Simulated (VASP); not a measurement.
# TiAl3 (km) (I4/mmm) in VASP: single point with PBEsol

Aim: the single point of TiAl3 (km) with PBEsol.

Program: VASP 6.6.1. These are calculated values, not measurements. Logs are shortened: lines on timing, memory, paths and dates and some standing lists are left out, and cuts for length are marked.

### 1 The cell of the first run

Symmetry: I4/mmm, No. 139, tetragonal system. The conventional cell has a = 3.815 Å, b = 3.815 Å, c = 8.553 Å, α = 90.00°, β = 90.00°, γ = 90.00°. Ti (site symmetry 4/mmm) has 12 Al at 2.70 to 2.87 Å within 3.6 Å. Al (site symmetry 4/mmm) has 4 Ti at 2.70 Å and 8 Al at 2.87 Å within 3.6 Å. Within 3.6 Å of Al (site symmetry -4m2) lie 8 Al at 2.70 to 2.87 Å and 4 Ti at 2.87 Å.

### 2 Single point, PBEsol

The input, INCAR:

```
  PREC = Accurate
  ENCUT = 520
  EDIFF = 1E-6
  ISMEAR = 0
  SIGMA = 0.1
  LREAL = False
  LASPH = True
  NELM = 80
  ALGO = Normal
  ISIF = 2
  LWAVE = False
  LCHARG = False
  GGA = PS
  NBANDS = 18
```

The input, KPOINTS:

```
Automatic mesh
0
Gamma
  6 6 6
```

The input, POSCAR:

```
TiAl3
1.0
   -1.9076016043      1.9076016043      4.2766308029
    1.9076016043     -1.9076016043      4.2766308029
    1.9076016043      1.9076016043     -4.2766308029
Ti Al
1 3
Direct
    0.0000000000      0.0000000000      0.0000000000
    0.5000000000      0.5000000000      0.0000000000
    0.7500000000      0.2500000000      0.5000000000
    0.2500000000      0.7500000000      0.5000000000
```

Potentials or basis: VASP PAW PBE potentials, release 64 (Ti_sv, Al).

The run is started by

```console
> cat potpaw_PBE.64/Ti_sv/POTCAR potpaw_PBE.64/Al/POTCAR > POTCAR
> mpirun -np 1 vasp_std > vasp.out
```

OUTCAR:

```text
PREC = Accurate
   ENCUT = 520
   EDIFF = 1E-6
   ISMEAR = 0
   LREAL = False
   LASPH = True
   NELM = 80
   ISIF = 2
   GGA = PS

 ion  position               nearest neighbor table
   1  0.000  0.000  0.000-   2 2.70   2 2.70   2 2.70   2 2.70   4 2.87   3 2.87   4 2.87   4 2.87
                             3 2.87   3 2.87   4 2.87   3 2.87
   2  0.500  0.500  0.000-   1 2.70   1 2.70   1 2.70   1 2.70   4 2.87   3 2.87   4 2.87   3 2.87
                             4 2.87   4 2.87   3 2.87   3 2.87
   3  0.750  0.250  0.500-   4 2.70   4 2.70   4 2.70   4 2.70   2 2.87   1 2.87   2 2.87   1 2.87
                             2 2.87   2 2.87   1 2.87   1 2.87
   4  0.250  0.750  0.500-   3 2.70   3 2.70   3 2.70   3 2.70   2 2.87   1 2.87   2 2.87   2 2.87
                             1 2.87   1 2.87   2 2.87   1 2.87

  LATTYP: Found a body centered tetragonal cell.
 ALAT       =     3.8152032086
 C/A-ratio  =     2.2418888689

  Lattice vectors:

 A1 = (  -1.9076016043,   1.9076016043,   4.2766308029)
 A2 = (   1.9076016043,  -1.9076016043,   4.2766308029)
 A3 = (   1.9076016043,   1.9076016043,  -4.2766308029)

Analysis of symmetry for initial positions (statically):
=====================================================================
 Subroutine PRICEL returns:
 Original cell was already a primitive cell.

 Routine SETGRP: Setting up the symmetry group for a
 body centered tetragonal supercell.

 Subroutine GETGRP returns: Found 16 space group operations
 (whereof 16 operations were pure point group operations)
 out of a pool of 16 trial point group operations.

The static configuration has the point symmetry D_4h.

Analysis of symmetry for dynamics (positions and initial velocities):
=====================================================================
 Subroutine PRICEL returns:
 Original cell was already a primitive cell.

 Routine SETGRP: Setting up the symmetry group for a
 body centered tetragonal supercell.

 Subroutine GETGRP returns: Found 16 space group operations
 (whereof 16 operations were pure point group operations)
 out of a pool of 16 trial point group operations.

The dynamic configuration has the point symmetry D_4h.

 Subroutine INISYM returns: Found 16 space group operations
 (whereof 16 operations are pure point group operations),
 and found     1 'primitive' translations

----------------------------------------------------------------------------------------

                                     Primitive cell

  volume of cell :      62.2497

  direct lattice vectors                    reciprocal lattice vectors
    -1.907601604  1.907601604  4.276630803     0.000000000  0.262109236  0.116914464
     1.907601604 -1.907601604  4.276630803     0.262109236  0.000000000  0.116914464
     1.907601604  1.907601604 -4.276630803     0.262109236  0.262109236  0.000000000

  length of vectors
     5.056427473  5.056427473  5.056427473     0.287002167  0.287002167  0.370678437

  position of ions in fractional coordinates (direct lattice)
     0.000000000  0.000000000  0.000000000
     0.500000000  0.500000000  0.000000000
     0.750000000  0.250000000  0.500000000
     0.250000000  0.750000000  0.500000000

  ion indices of the primitive-cell ions
   primitive index   ion index
                 1           1
                 2           2
                 3           3
                 4           4

----------------------------------------------------------------------------------------

 KPOINTS: Automatic mesh

Automatic generation of k-mesh.
 Grid dimensions read from file:
 generate k-points for:    6    6    6

 Generating k-lattice:

  Cartesian coordinates                     Fractional coordinates (reciprocal lattice)
     0.000000000  0.043684873  0.019485744     0.166666667  0.000000000 -0.000000000
     0.043684873  0.000000000  0.019485744     0.000000000  0.166666667 -0.000000000
     0.043684873  0.043684873  0.000000000     0.000000000  0.000000000  0.166666667

  Length of vectors
     0.047833694  0.047833694  0.061779740

  Shift w.r.t. Gamma in fractional coordinates (k-lattice)
     0.000000000  0.000000000  0.000000000

 Subroutine IBZKPT returns following result:
 ===========================================

 Found     30 irreducible k-points:

 Following reciprocal coordinates:
            Coordinates               Weight
  0.000000  0.000000  0.000000      1.000000
  0.166667  0.000000  0.000000      8.000000
  0.333333 -0.000000  0.000000      8.000000
  0.500000  0.000000  0.000000      4.000000
  0.166667  0.166667  0.000000      8.000000
  0.333333  0.166667  0.000000     16.000000
[... 16 lines left out ...]
 -0.333333 -0.333333  0.166667      8.000000
 -0.166667 -0.333333  0.166667      8.000000
 [... further k-points ...]
   k-points           NKPTS =     30   k-points in BZ     NKDIM =     30   number of bands    NBANDS=     18
   number of dos      NEDOS =    301   number of ions     NIONS =      4
   total plane-waves  NPLWV =  64000
   dimension x,y,z NGX =    40 NGY =   40 NGZ =   40
   dimension x,y,z NGXF=    80 NGYF=   80 NGZF=   80
   ions per type =               1   3
   NGX,Y,Z   is equivalent  to a cutoff of  13.15, 13.15, 13.15 a.u.
   NGXF,Y,Z  is equivalent  to a cutoff of  26.30, 26.30, 26.30 a.u.
 SYSTEM =  unknown system
   PREC   = accura    normal or accurate (medium, high low for compatibility)
   ISTART =      0    job   : 0-new  1-cont  2-samecut
   ICHARG =      2    charge: 1-file 2-atom 10-const
   ISPIN  =      1    spin polarized calculation?
   LNONCOLLINEAR =      F non collinear calculations
   LSORBIT =      F    spin-orbit coupling
   LASPH  =      T    aspherical Exc in radial PAW
   ENCUT  =  520.0 eV  38.22 Ry    6.18 a.u.   9.40  9.40  9.40*2*pi/ulx,y,z
   NELM   =     80;   NELMIN=  2; NELMDL= -5     # of ELM steps
   EDIFF  = 0.1E-05   stopping-criterion for ELM
   LREAL  =      F    real-space projection
   EDIFFG = 0.1E-04   stopping-criterion for IOM
   NSW    =      0    number of steps for IOM
   IBRION =     -1    ionic relax: 0-MD 1-quasi-New 2-CG
   NFREE  =      0    steps in history (QN), initial steepest desc. (CG)
   ISIF   =      2    stress and relaxation
   ISYM   =      2    0-nonsym 1-usesym 2-fastsym
   POTIM  = 0.5000    time-step for ionic-motion
   TEBEG  =    0.0;   TEEND  =   0.0 temperature during run
   PSTRESS=    0.0 pullay stress
   NELECT =      21.0000    total number of electrons
   NUPDOWN=      -1.0000    fix difference up-down
   EMIN   =  10.00;   EMAX   =-10.00  energy-range for DOS
   EFERMI =   0.00;   METHOD = LEGACY
   ISMEAR =     0;   SIGMA  =   0.10  broadening in eV -4-tet -1-fermi 0-gaus
   EFERMI_NEDOS =   21; number of points for ismear=-14 and -15
   IALGO  =     38    algorithm
   IMIX   =      4    mixing-type and parameters
     AMIX     =   0.40;   BMIX     =  1.00
     AMIX_MAG =   1.60;   BMIX_MAG =  1.00
  volume/ion in A,a.u.               =      15.56       105.02
  Fermi-wavevector in a.u.,A,eV,Ry     =   1.139643  2.153613 17.671064  1.298787
  Thomas-Fermi vector in A             =   2.276346
   LORBIT       =      0    0 simple, 1 ext, 2 COOP (PROOUT), +10 PAW based schemes
   GGA     = PS    functional components
   LHFCALC =     F    Hartree Fock is set to
   AEXX    =    0.0000 exact exchange contribution
   IVDW    =     0    specifies the selected vdW correction
   LEPSILON=     F    determine dielectric tensor
   LRPA    =     F    only Hartree local field effects (RPA)
 non-spin polarized calculation
 Gauss-broadening in eV      SIGMA  =   0.10
  energy-cutoff  :      520.00
  volume of cell :       62.25
 maximum number of plane-waves:      1696
 NGX is ok and might be reduce to    40
   NGX = 19   NGY = 19   NGZ = 19

 number of electron      20.9999999 magnetization

 Free energy of the ion-electron system (eV)
  ---------------------------------------------------
  ext. energy  EPLUGINS =         0.00000000
  ---------------------------------------------------
  free energy    TOTEN  =       -22.23700729 eV

  energy without entropy =      -22.23070459  energy(sigma->0) =      -22.23385594

 E-fermi :   8.3433     XC(G=0): -10.8966

 val. band max:        8.3273674041   @ k =   0.3333  -0.0000   0.0000
 cond. band min:       8.3908214247   @ k =  -0.3333  -0.3333   0.1667
 fundamental gap:      0.0634540206
 Fermi energy:         8.3432618626

 k-point     1 :       0.0000    0.0000    0.0000
  band No.  band energies     occupation
      1     -47.8681      2.00000
      2     -24.2945      2.00000
      3     -24.2945      2.00000
      4     -24.1991      2.00000
      5      -1.8046      2.00000
      6       5.4565      2.00000
[... 10 lines left out ...]
     17      12.1970      0.00000
     18      12.1970      0.00000

 k-point     2 :       0.1667    0.0000    0.0000
  band No.  band energies     occupation
      1     -47.8677      2.00000
      2     -24.3019      2.00000
      3     -24.2940      2.00000
      4     -24.1988      2.00000
      5      -1.4570      2.00000
      6       4.6264      2.00000
[... 10 lines left out ...]
     17      12.3726      0.00000
     18      13.7312      0.00000

 k-point     3 :       0.3333   -0.0000    0.0000
  band No.  band energies     occupation
      1     -47.8670      2.00000
      2     -24.3166      2.00000
      3     -24.2931      2.00000
      4     -24.1981      2.00000
      5      -0.4439      2.00000
      6       3.1342      2.00000
[... 10 lines left out ...]
     17      13.2666      0.00000
     18      13.8065      0.00000

 k-point     4 :       0.5000    0.0000    0.0000
  band No.  band energies     occupation
      1     -47.8667      2.00000
      2     -24.3240      2.00000
      3     -24.2926      2.00000
      4     -24.1977      2.00000
      5       0.9837      2.00000
      6       1.3404      2.00000
[... 10 lines left out ...]
     17      12.9312      0.00000
     18      14.0638      0.00000

 k-point     5 :       0.1667    0.1667    0.0000
  band No.  band energies     occupation
      1     -47.8674      2.00000
      2     -24.3018      2.00000
      3     -24.3009      2.00000
      4     -24.1986      2.00000
      5      -1.0050      2.00000
      6       3.9182      2.00000
[... 10 lines left out ...]
     17      13.1622      0.00000
     18      13.8502      0.00000

 k-point     6 :       0.3333    0.1667    0.0000
  band No.  band energies     occupation
      1     -47.8667      2.00000
      2     -24.3158      2.00000
      3     -24.3001      2.00000
      4     -24.1978      2.00000
      5       0.0851      2.00000
      6       3.0015      2.00000
[... 10 lines left out ...]
     17      13.4750      0.00000
     18      14.3941      0.00000

 k-point     7 :       0.5000    0.1667    0.0000
  band No.  band energies     occupation
      1     -47.8663      2.00000
      2     -24.3229      2.00000
      3     -24.2994      2.00000
      4     -24.1970      2.00000
      5       1.1058      2.00000
      6       1.8005      2.00000
[... 10 lines left out ...]
     17      13.2369      0.00000
     18      14.3604      0.00000

 k-point     8 :      -0.3333    0.1667    0.0000
  band No.  band energies     occupation
      1     -47.8667      2.00000
      2     -24.3157      2.00000
      3     -24.3000      2.00000
      4     -24.1972      2.00000
      5      -0.3302      2.00000
      6       3.7143      2.00000
[... 10 lines left out ...]
     17      12.0747      0.00000
     18      14.5792      0.00000
[... 229 lines left out ...]
     17      12.3676      0.00000
     18      14.5186      0.00000

 k-point    20 :       0.5000    0.5000    0.1667
  band No.  band energies     occupation
      1     -47.8660      2.00000
      2     -24.3141      2.00000
      3     -24.3139      2.00000
      4     -24.1967      2.00000
      5       1.8116      2.00000
      6       2.3990      2.00000
[... 10 lines left out ...]
     17      13.1400      0.00000
     18      14.0943      0.00000

 k-point    21 :      -0.3333    0.5000    0.1667
  band No.  band energies     occupation
      1     -47.8667      2.00000
      2     -24.3158      2.00000
      3     -24.3001      2.00000
      4     -24.1984      2.00000
      5       0.8224      2.00000
      6       2.1713      2.00000
[... 10 lines left out ...]
     17      13.7209      0.00000
     18      14.3150      0.00000

 k-point    22 :      -0.1667    0.5000    0.1667
  band No.  band energies     occupation
      1     -47.8670      2.00000
      2     -24.3167      2.00000
      3     -24.2932      2.00000
      4     -24.1989      2.00000
      5       0.1680      2.00000
      6       2.3931      2.00000
[... 10 lines left out ...]
     17      13.2926      0.00000
     18      14.7310      0.00000

 k-point    23 :      -0.3333   -0.3333    0.1667
  band No.  band energies     occupation
      1     -47.8673      2.00000
      2     -24.3018      2.00000
      3     -24.3011      2.00000
      4     -24.1998      2.00000
      5      -0.3690      2.00000
      6       2.3058      2.00000
[... 10 lines left out ...]
     17      14.1372      0.00000
     18      14.3871      0.00000

 k-point    24 :      -0.1667   -0.3333    0.1667
  band No.  band energies     occupation
      1     -47.8677      2.00000
      2     -24.3020      2.00000
      3     -24.2941      2.00000
      4     -24.2000      2.00000
      5      -1.0135      2.00000
      6       2.8798      2.00000
[... 10 lines left out ...]
     17      13.4466      0.00000
     18      13.7549      0.00000

 [... further k-points ...]
[... 5 lines left out ...]
  --------------------------------------------------------------------------------------
  -------------------------------------------------------------------------------------
  Total        0.0406576      0.0406576      0.0683941      0.0000000     -0.0000000      0.0000000
  in kB        1.0464417      1.0464417      1.7603228      0.0000000     -0.0000000      0.0000000
  external PRESSURE =       1.2844021 kB  Pullay stress =       0.0000000 kB

 VOLUME and BASIS-vectors are now :
 -----------------------------------------------------------------------------
  energy-cutoff  :      520.00
  volume of cell :       62.25
      direct lattice vectors                 reciprocal lattice vectors
    -1.907601604  1.907601604  4.276630803     0.000000000  0.262109236  0.116914464
     1.907601604 -1.907601604  4.276630803     0.262109236  0.000000000  0.116914464
     1.907601604  1.907601604 -4.276630803     0.262109236  0.262109236  0.000000000

 POSITION                                       TOTAL-FORCE (eV/Angst)
 -----------------------------------------------------------------------------------
      0.00000      0.00000      0.00000        -0.000000     -0.000000      0.000000
      0.00000      0.00000      4.27663        -0.000000     -0.000000      0.000000
      0.00000      1.90760      2.13832         0.000000     -0.000000      0.000000
      1.90760      0.00000      2.13832         0.000000      0.000000     -0.000000
 -----------------------------------------------------------------------------------
    total drift:                               -0.000000     -0.000000     -0.000000

  FREE ENERGIE OF THE ION-ELECTRON SYSTEM (eV)
  ---------------------------------------------------
  free  energy   TOTEN  =       -22.2370072876 eV

  energy  without entropy=      -22.2307045854  energy(sigma->0) =      -22.23385594
```

Wall time 52 s (1 thread of Intel Xeon 6975P-C, shared host); peak memory 0.25 GiB.

What came out:

```
Free energy : -22.2370 eV
Pressure    : 0.1 GPa
```

Levels at points of the mesh, in eV from the Fermi level:
| k point | band 9 | band 10 | band 11 | band 12 | band 13 | band 14 |
| --- | --- | --- | --- | --- | --- | --- |
| (0.00, 0.00, 0.00) | -1.24 | -1.24 | 0.82 | 1.75 | 1.75 | 2.23 |
| (0.50, 0.00, 0.00) | -1.08 | -0.28 | 0.50 | 1.80 | 2.11 | 2.73 |
| (0.50, 0.50, 0.00) | -2.72 | -2.22 | -1.01 | 1.77 | 1.93 | 2.70 |
| (0.50, 0.50, 0.50) | -0.91 | -0.25 | 0.69 | 0.69 | 0.94 | 3.06 |

Caveat: the k points lie up to 0.39 Å⁻¹ apart; the PAW data sets were made with another functional, which shifts forces and pressure a little.
